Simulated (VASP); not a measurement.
A run of VASP 6.6.1 is set up as follows.

Contents of INCAR:

```
PREC = Accurate
ENCUT = 520
EDIFF = 1E-7
ISMEAR = 0
SIGMA = 0.2
LREAL = F
LASPH = T
NELM = 100
ALGO = Normal
ISIF = 2
LWAVE = F
LCHARG = F
GGA = PE
NBANDS = 36
```

KPOINTS

```
Automatic mesh
0
Gamma
  6 6 2
```

POSCAR

```
Ta3P4
1.0
    3.5556940358      0.0000000000      0.0000000000
    0.0000000000      3.5556940358      0.0000000000
    0.0000000000      0.0000000000      9.8485610303
Ta P
3 4
Direct
    0.0000000000      0.0000000000      0.7566750060
    0.5000000000      0.5000000000      0.5000000000
    0.0000000000      0.0000000000      0.2433249940
    0.0000000000      0.0000000000      0.5000000000
    0.5000000000      0.5000000000      0.2321371309
    0.0000000000      0.0000000000      0.0000000000
    0.5000000000      0.5000000000      0.7678628691
```

Potentials or basis: VASP PAW PBE potentials, release 64 (Ta_pv, P).

Command:

```sh
$ cat potpaw_PBE.64/Ta_pv/POTCAR potpaw_PBE.64/P/POTCAR > POTCAR
$ mpirun -np 1 vasp_std > vasp.out
```

(1) Estimate the largest force.

(2) Predict the pressure.

Answers

(1) 0.061 eV/Å.

(2) 0.2 GPa.
